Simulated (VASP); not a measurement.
# HfTiW4 (F-43m) in VASP: a series of runs, part 3 of 3

VASP 6.6.1. Earlier steps stand in the parts before.

**5. Single point, LDA**

This run uses another cell than the first one, of 18.74 Å³/atom, 1.095 times its volume.

Input file INCAR:

```
SYSTEM = HfTiW4
  PREC = Accurate
  ENCUT = 520
  EDIFF = 1E-6
  ISMEAR = 1
  SIGMA = 0.1
  LREAL = .FALSE.
  LASPH = .TRUE.
  NELM = 60
  ALGO = Normal
  ISIF = 2
  LWAVE = .FALSE.
  LCHARG = .FALSE.
  NBANDS = 48
```

Input file KPOINTS:

```
Automatic mesh
0
G
  5 5 5
  0 0 0
```

Input file POSCAR:

```
HfTiW4
1.0
    0.0000000000      3.8305632056      3.8305632056
    3.8305632056      0.0000000000      3.8305632056
    3.8305632056      3.8305632056      0.0000000000
Hf Ti W
1 1 4
Direct
    0.7500000000      0.7500000000      0.7500000000
    0.0000000000      0.0000000000      0.0000000000
    0.3749600000      0.3749600000      0.3749600000
    0.8751100000      0.3749600000      0.3749600000
    0.3749600000      0.3749600000      0.8751100000
    0.3749600000      0.8751100000      0.3749600000
```

Potentials or basis: VASP PAW LDA potentials, release 64 (Hf_pv, Ti_sv, W_sv).

Started as:

```console
> cat potpaw_LDA.64/Hf_pv/POTCAR potpaw_LDA.64/Ti_sv/POTCAR potpaw_LDA.64/W_sv/POTCAR > POTCAR
> mpirun -np 1 vasp_std > vasp.out
```

OUTCAR:

```text
SYSTEM = HfTiW4
   PREC = Accurate
   ENCUT = 520
   EDIFF = 1E-6
   ISMEAR = 1
   LREAL = .FALSE.
   LASPH = .TRUE.
   NELM = 60
   ISIF = 2

 ion  position               nearest neighbor table
   1  0.750  0.750  0.750-   5 3.18   6 3.18   4 3.18   5 3.18   4 3.18   6 3.18   3 3.18   3 3.18
                             3 3.18   4 3.18   5 3.18   6 3.18   2 3.32   2 3.32   2 3.32   2 3.32
   2  0.000  0.000  0.000-   4 3.18   5 3.18   6 3.18   3 3.18   3 3.18   3 3.18   4 3.18   4 3.18
                             5 3.18   6 3.18   5 3.18   6 3.18   1 3.32   1 3.32   1 3.32   1 3.32
   3  0.375  0.375  0.375-   4 2.71   5 2.71   6 2.71   4 2.71   6 2.71   5 2.71   2 3.18   2 3.18
                             2 3.18   1 3.18   1 3.18   1 3.18
   4  0.875  0.375  0.375-   3 2.71   5 2.71   6 2.71   6 2.71   5 2.71   3 2.71   2 3.18   2 3.18
                             2 3.18   1 3.18   1 3.18   1 3.18
   5  0.375  0.375  0.875-   3 2.71   4 2.71   6 2.71   6 2.71   4 2.71   3 2.71   2 3.18   2 3.18
                             2 3.18   1 3.18   1 3.18   1 3.18
   6  0.375  0.875  0.375-   3 2.71   4 2.71   5 2.71   4 2.71   5 2.71   3 2.71   2 3.18   2 3.18
                             2 3.18   1 3.18   1 3.18   1 3.18

  LATTYP: Found a face centered cubic cell.
 ALAT       =     7.6611264112

  Lattice vectors:

 A1 = (   0.0000000000,   3.8305632056,   3.8305632056)
 A2 = (   3.8305632056,   0.0000000000,   3.8305632056)
 A3 = (   3.8305632056,   3.8305632056,   0.0000000000)

Analysis of symmetry for initial positions (statically):
=====================================================================
 Subroutine PRICEL returns:
 Original cell was already a primitive cell.

 Routine SETGRP: Setting up the symmetry group for a
 face centered cubic supercell.

 Subroutine GETGRP returns: Found  6 space group operations
 (whereof  6 operations were pure point group operations)
 out of a pool of 48 trial point group operations.

The static configuration has the point symmetry C_3v.

Analysis of symmetry for dynamics (positions and initial velocities):
=====================================================================
 Subroutine PRICEL returns:
 Original cell was already a primitive cell.

 Routine SETGRP: Setting up the symmetry group for a
 face centered cubic supercell.

 Subroutine GETGRP returns: Found  6 space group operations
 (whereof  6 operations were pure point group operations)
 out of a pool of 48 trial point group operations.

The dynamic configuration has the point symmetry C_3v.

 Subroutine INISYM returns: Found  6 space group operations
 (whereof  6 operations are pure point group operations),
 and found     1 'primitive' translations

----------------------------------------------------------------------------------------

                                     Primitive cell

  volume of cell :     112.4134

  direct lattice vectors                    reciprocal lattice vectors
     0.000000000  3.830563206  3.830563206    -0.130529108  0.130529108  0.130529108
     3.830563206  0.000000000  3.830563206     0.130529108 -0.130529108  0.130529108
     3.830563206  3.830563206  0.000000000     0.130529108  0.130529108 -0.130529108

  length of vectors
[... 47 lines left out ...]
  0.000000  0.000000  0.000000      1.000000
  0.200000  0.000000  0.000000      6.000000
  0.200000  0.200000  0.200000      2.000000
  0.400000  0.000000  0.000000      6.000000
  0.400000  0.400000  0.400000      2.000000
  0.200000  0.200000  0.000000      6.000000
[... 11 lines left out ...]
 -0.400000  0.400000  0.200000     12.000000
  0.400000  0.200000 -0.200000     12.000000
   k-points           NKPTS =     19   k-points in BZ     NKDIM =     19   number of bands    NBANDS=     48
   number of dos      NEDOS =    301   number of ions     NIONS =      6
   total plane-waves  NPLWV =  64000
   dimension x,y,z NGX =    40 NGY =   40 NGZ =   40
   dimension x,y,z NGXF=    80 NGYF=   80 NGZF=   80
   ions per type =               1   1   4
   NGX,Y,Z   is equivalent  to a cutoff of  12.28, 12.28, 12.28 a.u.
   NGXF,Y,Z  is equivalent  to a cutoff of  24.55, 24.55, 24.55 a.u.
 SYSTEM =  HfTiW4
   PREC   = accura    normal or accurate (medium, high low for compatibility)
   ISTART =      0    job   : 0-new  1-cont  2-samecut
   ICHARG =      2    charge: 1-file 2-atom 10-const
   ISPIN  =      1    spin polarized calculation?
   LNONCOLLINEAR =      F non collinear calculations
   LSORBIT =      F    spin-orbit coupling
   LASPH  =      T    aspherical Exc in radial PAW
   ENCUT  =  520.0 eV  38.22 Ry    6.18 a.u.  10.07 10.07 10.07*2*pi/ulx,y,z
   NELM   =     60;   NELMIN=  2; NELMDL= -5     # of ELM steps
   EDIFF  = 0.1E-05   stopping-criterion for ELM
   LREAL  =      F    real-space projection
   EDIFFG = 0.1E-04   stopping-criterion for IOM
   NSW    =      0    number of steps for IOM
   IBRION =     -1    ionic relax: 0-MD 1-quasi-New 2-CG
   NFREE  =      0    steps in history (QN), initial steepest desc. (CG)
   ISIF   =      2    stress and relaxation
   ISYM   =      2    0-nonsym 1-usesym 2-fastsym
   POTIM  = 0.5000    time-step for ionic-motion
   TEBEG  =    0.0;   TEEND  =   0.0 temperature during run
   PSTRESS=    0.0 pullay stress
   NELECT =      78.0000    total number of electrons
   NUPDOWN=      -1.0000    fix difference up-down
   EMIN   =  10.00;   EMAX   =-10.00  energy-range for DOS
   EFERMI =   0.00;   METHOD = LEGACY
   ISMEAR =     1;   SIGMA  =   0.10  broadening in eV -4-tet -1-fermi 0-gaus
   EFERMI_NEDOS =   21; number of points for ismear=-14 and -15
   IALGO  =     38    algorithm
   IMIX   =      4    mixing-type and parameters
     AMIX     =   0.40;   BMIX     =  1.00
     AMIX_MAG =   1.60;   BMIX_MAG =  1.00
  volume/ion in A,a.u.               =      18.74       126.43
  Fermi-wavevector in a.u.,A,eV,Ry     =   1.449329  2.738835 28.579791  2.100555
  Thomas-Fermi vector in A             =   2.567068
   LORBIT       =      0    0 simple, 1 ext, 2 COOP (PROOUT), +10 PAW based schemes
   GGA     = CA    functional components
   LHFCALC =     F    Hartree Fock is set to
   AEXX    =    0.0000 exact exchange contribution
   IVDW    =     0    specifies the selected vdW correction
   LEPSILON=     F    determine dielectric tensor
   LRPA    =     F    only Hartree local field effects (RPA)
 non-spin polarized calculation
 Methfessel and Paxton  Order N= 1 SIGMA  =   0.10
  energy-cutoff  :      520.00
  volume of cell :      112.41
 maximum number of plane-waves:      3048
   NGX = 21   NGY = 21   NGZ = 21

 number of electron      77.9999999 magnetization

 Free energy of the ion-electron system (eV)
  ---------------------------------------------------
  ext. energy  EPLUGINS =         0.00000000
  ---------------------------------------------------
  free energy    TOTEN  =       -75.31225907 eV

  energy without entropy =      -75.31317326  energy(sigma->0) =      -75.31256380

 E-fermi :   7.7444     XC(G=0): -12.5109

 val. band max:        7.7148507061   @ k =  -0.4000   0.4000   0.2000
 cond. band min:       7.8566529177   @ k =   0.4000   0.4000   0.0000
 fundamental gap:      0.1418022116
 Fermi energy:         7.7444094444

 k-point     1 :       0.0000    0.0000    0.0000
  band No.  band energies     occupation
      1     -65.3840      2.00000
      2     -65.2444      2.00000
      3     -65.2444      2.00000
      4     -65.2444      2.00000
      5     -48.5496      2.00000
      6     -30.8170      2.00000
[... 958 lines left out ...]
     47      10.2556      0.00000
     48      10.3695      0.00000

------------------------ aborting loop because EDIFF is reached ----------------------------------------

  FORCE on cell =-STRESS in cart. coord.  units (eV):
  Direction    XX          YY          ZZ          XY          YZ          ZX
  --------------------------------------------------------------------------------------
  -------------------------------------------------------------------------------------
  Total      -12.8498595    -12.8498595    -12.8498595     -0.0000279     -0.0000279     -0.0000279
  in kB     -183.1433137   -183.1433137   -183.1433137     -0.0003972     -0.0003972     -0.0003972
  external PRESSURE =    -183.1433137 kB  Pullay stress =       0.0000000 kB

 VOLUME and BASIS-vectors are now :
 -----------------------------------------------------------------------------
  energy-cutoff  :      520.00
  volume of cell :      112.41
      direct lattice vectors                 reciprocal lattice vectors
     0.000000000  3.830563206  3.830563206    -0.130529108  0.130529108  0.130529108
     3.830563206  0.000000000  3.830563206     0.130529108 -0.130529108  0.130529108
     3.830563206  3.830563206  0.000000000     0.130529108  0.130529108 -0.130529108

 POSITION                                       TOTAL-FORCE (eV/Angst)
 -----------------------------------------------------------------------------------
      5.74584      5.74584      5.74584        -0.000110     -0.000110     -0.000110
      0.00000      0.00000      0.00000        -0.000108     -0.000108     -0.000108
      2.87262      2.87262      2.87262         0.003346      0.003346      0.003346
      2.87262      4.78847      4.78847         0.003389     -0.003258     -0.003258
      4.78847      4.78847      2.87262        -0.003258     -0.003258      0.003389
      4.78847      2.87262      4.78847        -0.003258      0.003389     -0.003258
 -----------------------------------------------------------------------------------
    total drift:                               -0.000043     -0.000043     -0.000043

  FREE ENERGIE OF THE ION-ELECTRON SYSTEM (eV)
  ---------------------------------------------------
  free  energy   TOTEN  =       -75.3122590744 eV

  energy  without entropy=      -75.3131732632  energy(sigma->0) =      -75.31256380
```

Run time: 3.2 min. Hardware: 1 thread of Oxide Virtual Turin-like, shared host; peak memory 0.22 GiB.

What came out:

```yaml
Free_energy: -75.3123 eV
Pressure: -18.3 GPa
Largest_force: 0.006 eV/Å
Band_gap_on_the_k_mesh: zero (band 39 reaches 8.83 eV, above the bottom of band 40 at 7.66 eV)
```

Forces on the atoms (eV/Å):
```
Hf   0.000  0.000  0.000
Ti   0.000  0.000  0.000
W    0.003  0.003  0.003
W    0.003 -0.003 -0.003
W   -0.003 -0.003  0.003
W   -0.003  0.003 -0.003
```

Caveat: spin-orbit coupling is left out, which moves the levels of the heavy elements.

**6. Single point, LDA**

This run uses another cell than the first one, of 19.28 Å³/atom, 1.126 times its volume.

Input file INCAR:

```
SYSTEM = HfTiW4
PREC = Accurate
ENCUT = 520
EDIFF = 1E-6
ISMEAR = 1
SIGMA = 0.1
LREAL = .FALSE.
LASPH = .TRUE.
NELM = 80
ALGO = Normal
ISIF = 2
LWAVE = .FALSE.
LCHARG = .FALSE.
GGA = CA
NBANDS = 48
```

KPOINTS is that of step 5.

POSCAR, as its differences from that of step 5:

```diff
@@ -2,5 +2,5 @@
 1.0
-    0.0000000000      3.8305632056      3.8305632056
-    3.8305632056      0.0000000000      3.8305632056
-    3.8305632056      3.8305632056      0.0000000000
+    0.0000000000      3.8670469557      3.8670469557
+    3.8670469557      0.0000000000      3.8670469557
+    3.8670469557      3.8670469557      0.0000000000
 Hf Ti W
```

Potentials or basis: VASP PAW LDA potentials, release 64 (Hf_pv, Ti_sv, W_sv).

Started as:

```console
> cat potpaw_LDA.64/Hf_pv/POTCAR potpaw_LDA.64/Ti_sv/POTCAR potpaw_LDA.64/W_sv/POTCAR > POTCAR
> mpirun -np 1 vasp_std > vasp.out
```

Wall time 4 min (1 thread of Oxide Virtual Turin-like, shared host); peak memory 0.24 GiB.

Results (log left out):

```yaml
Free_energy: -74.8967 eV
Pressure: -22.7 GPa
Largest_force: 0.009 eV/Å
Band_gap_on_the_k_mesh: zero (band 39 reaches 8.49 eV, above the bottom of band 40 at 7.36 eV)
```

Forces in eV/Å, atoms in the order of the input:
```
Hf   0.000  0.000  0.000
Ti   0.000  0.000  0.000
W    0.005  0.005  0.005
W    0.005 -0.005 -0.005
W   -0.005 -0.005  0.005
W   -0.005  0.005 -0.005
```

Levels at points of the mesh, in eV from the Fermi level:
```
           k point  band 35  band 36  band 37  band 38  band 39  band 40  band 41  band 42  band 43  band 44
(0.00, 0.00, 0.00)    -0.28     0.13     0.13     0.13     1.04     1.04     1.04     1.54     1.54     2.39
```

Caveat: spin-orbit coupling is left out, which moves the levels of the heavy elements.

**7. The runs side by side**

```tsv
cell	gap on the mesh (eV)	pressure (GPa)	largest force (eV/Å)
a = 5.256 Å, angles 60.0°, 6 atoms	none	-0.1	0.01
a = 5.311 Å, angles 60.0°, 6 atoms	none	-7.1	-
a = 5.365 Å, angles 60.0°, 6 atoms	none	-13.1	-
a = 5.417 Å, angles 60.0°, 6 atoms	none	-18.3	0.01
a = 5.469 Å, angles 60.0°, 6 atoms	none	-22.7	0.01
```

Alike in all rows: task single point; level LDA; potentials or basis VASP PAW LDA potentials, release 64 (Hf_pv, Ti_sv, W_sv); no spin polarisation; k mesh 5 × 5 × 5; cutoff (eV) 520; smearing methfessel-paxton 0.1 eV.

Caveats: spin-orbit coupling is left out, which moves the levels of the heavy elements.

Total energies depend on the potentials used, so only differences within one code and one set of settings carry meaning.
